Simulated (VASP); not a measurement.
## Ga: single point with BLYP

Crystal: Ga.

```
CELL_PARAMETERS angstrom
3.04345 0.00000 0.00000
-1.52172 2.63570 0.00000
0.00000 0.00000 9.93460
ATOMIC_POSITIONS crystal
Ga 0.00000 0.00000 0.00000
Ga 0.00000 0.00000 0.50000
Ga 0.33333 0.66667 0.25000
Ga 0.66667 0.33333 0.75000
```

This isn't the form of Ga at room conditions, which is orthorhombic.

```yaml
Program: VASP 6.6.1
Task: single point
Functional: BLYP
Potentials_or_basis: VASP PAW PBE potentials, release 64 (Ga_d)
Cutoff: 520 eV
k_mesh: 13 × 13 × 4
Occupations: fermi-dirac, width 0.1 eV
Spin: no spin polarisation
Dipole_correction: no
Further_INCAR_settings: ALGO = Normal; EDIFF = 1e-06; NBANDS = 34
```

```json
{
 "Pressure": "3.1 GPa",
 "Band gap on the k mesh": "zero (bands 26 and 27 overlap by 5.08 eV)"
}
```

Stress tensor (GPa, compression positive):
```
3.01 0.00 0.00
0.00 3.01 0.00
0.00 0.00 3.30
```

Levels at points of the mesh, in eV from the Fermi level:
```csv
k point,band 22,band 23,band 24,band 25,band 26,band 27,band 28,band 29,band 30,band 31
"(0.00, 0.00, 0.00)",-9.09,-9.08,-5.04,-3.57,3.43,3.44,9.08,9.08,9.90,9.90
"(0.00, 0.00, 0.50)",-10.25,-7.15,-7.15,-0.71,-0.71,8.10,8.10,9.33,9.33,9.33
```

Wall time 80 s on 1 thread of Intel(R) Xeon(R) 6975P-C (Granite Rapids), on a shared host, peak memory 0.26 GiB.

Caveat: the cell stands under pressure; the PAW data sets were made with another functional, which shifts forces and pressure a little.
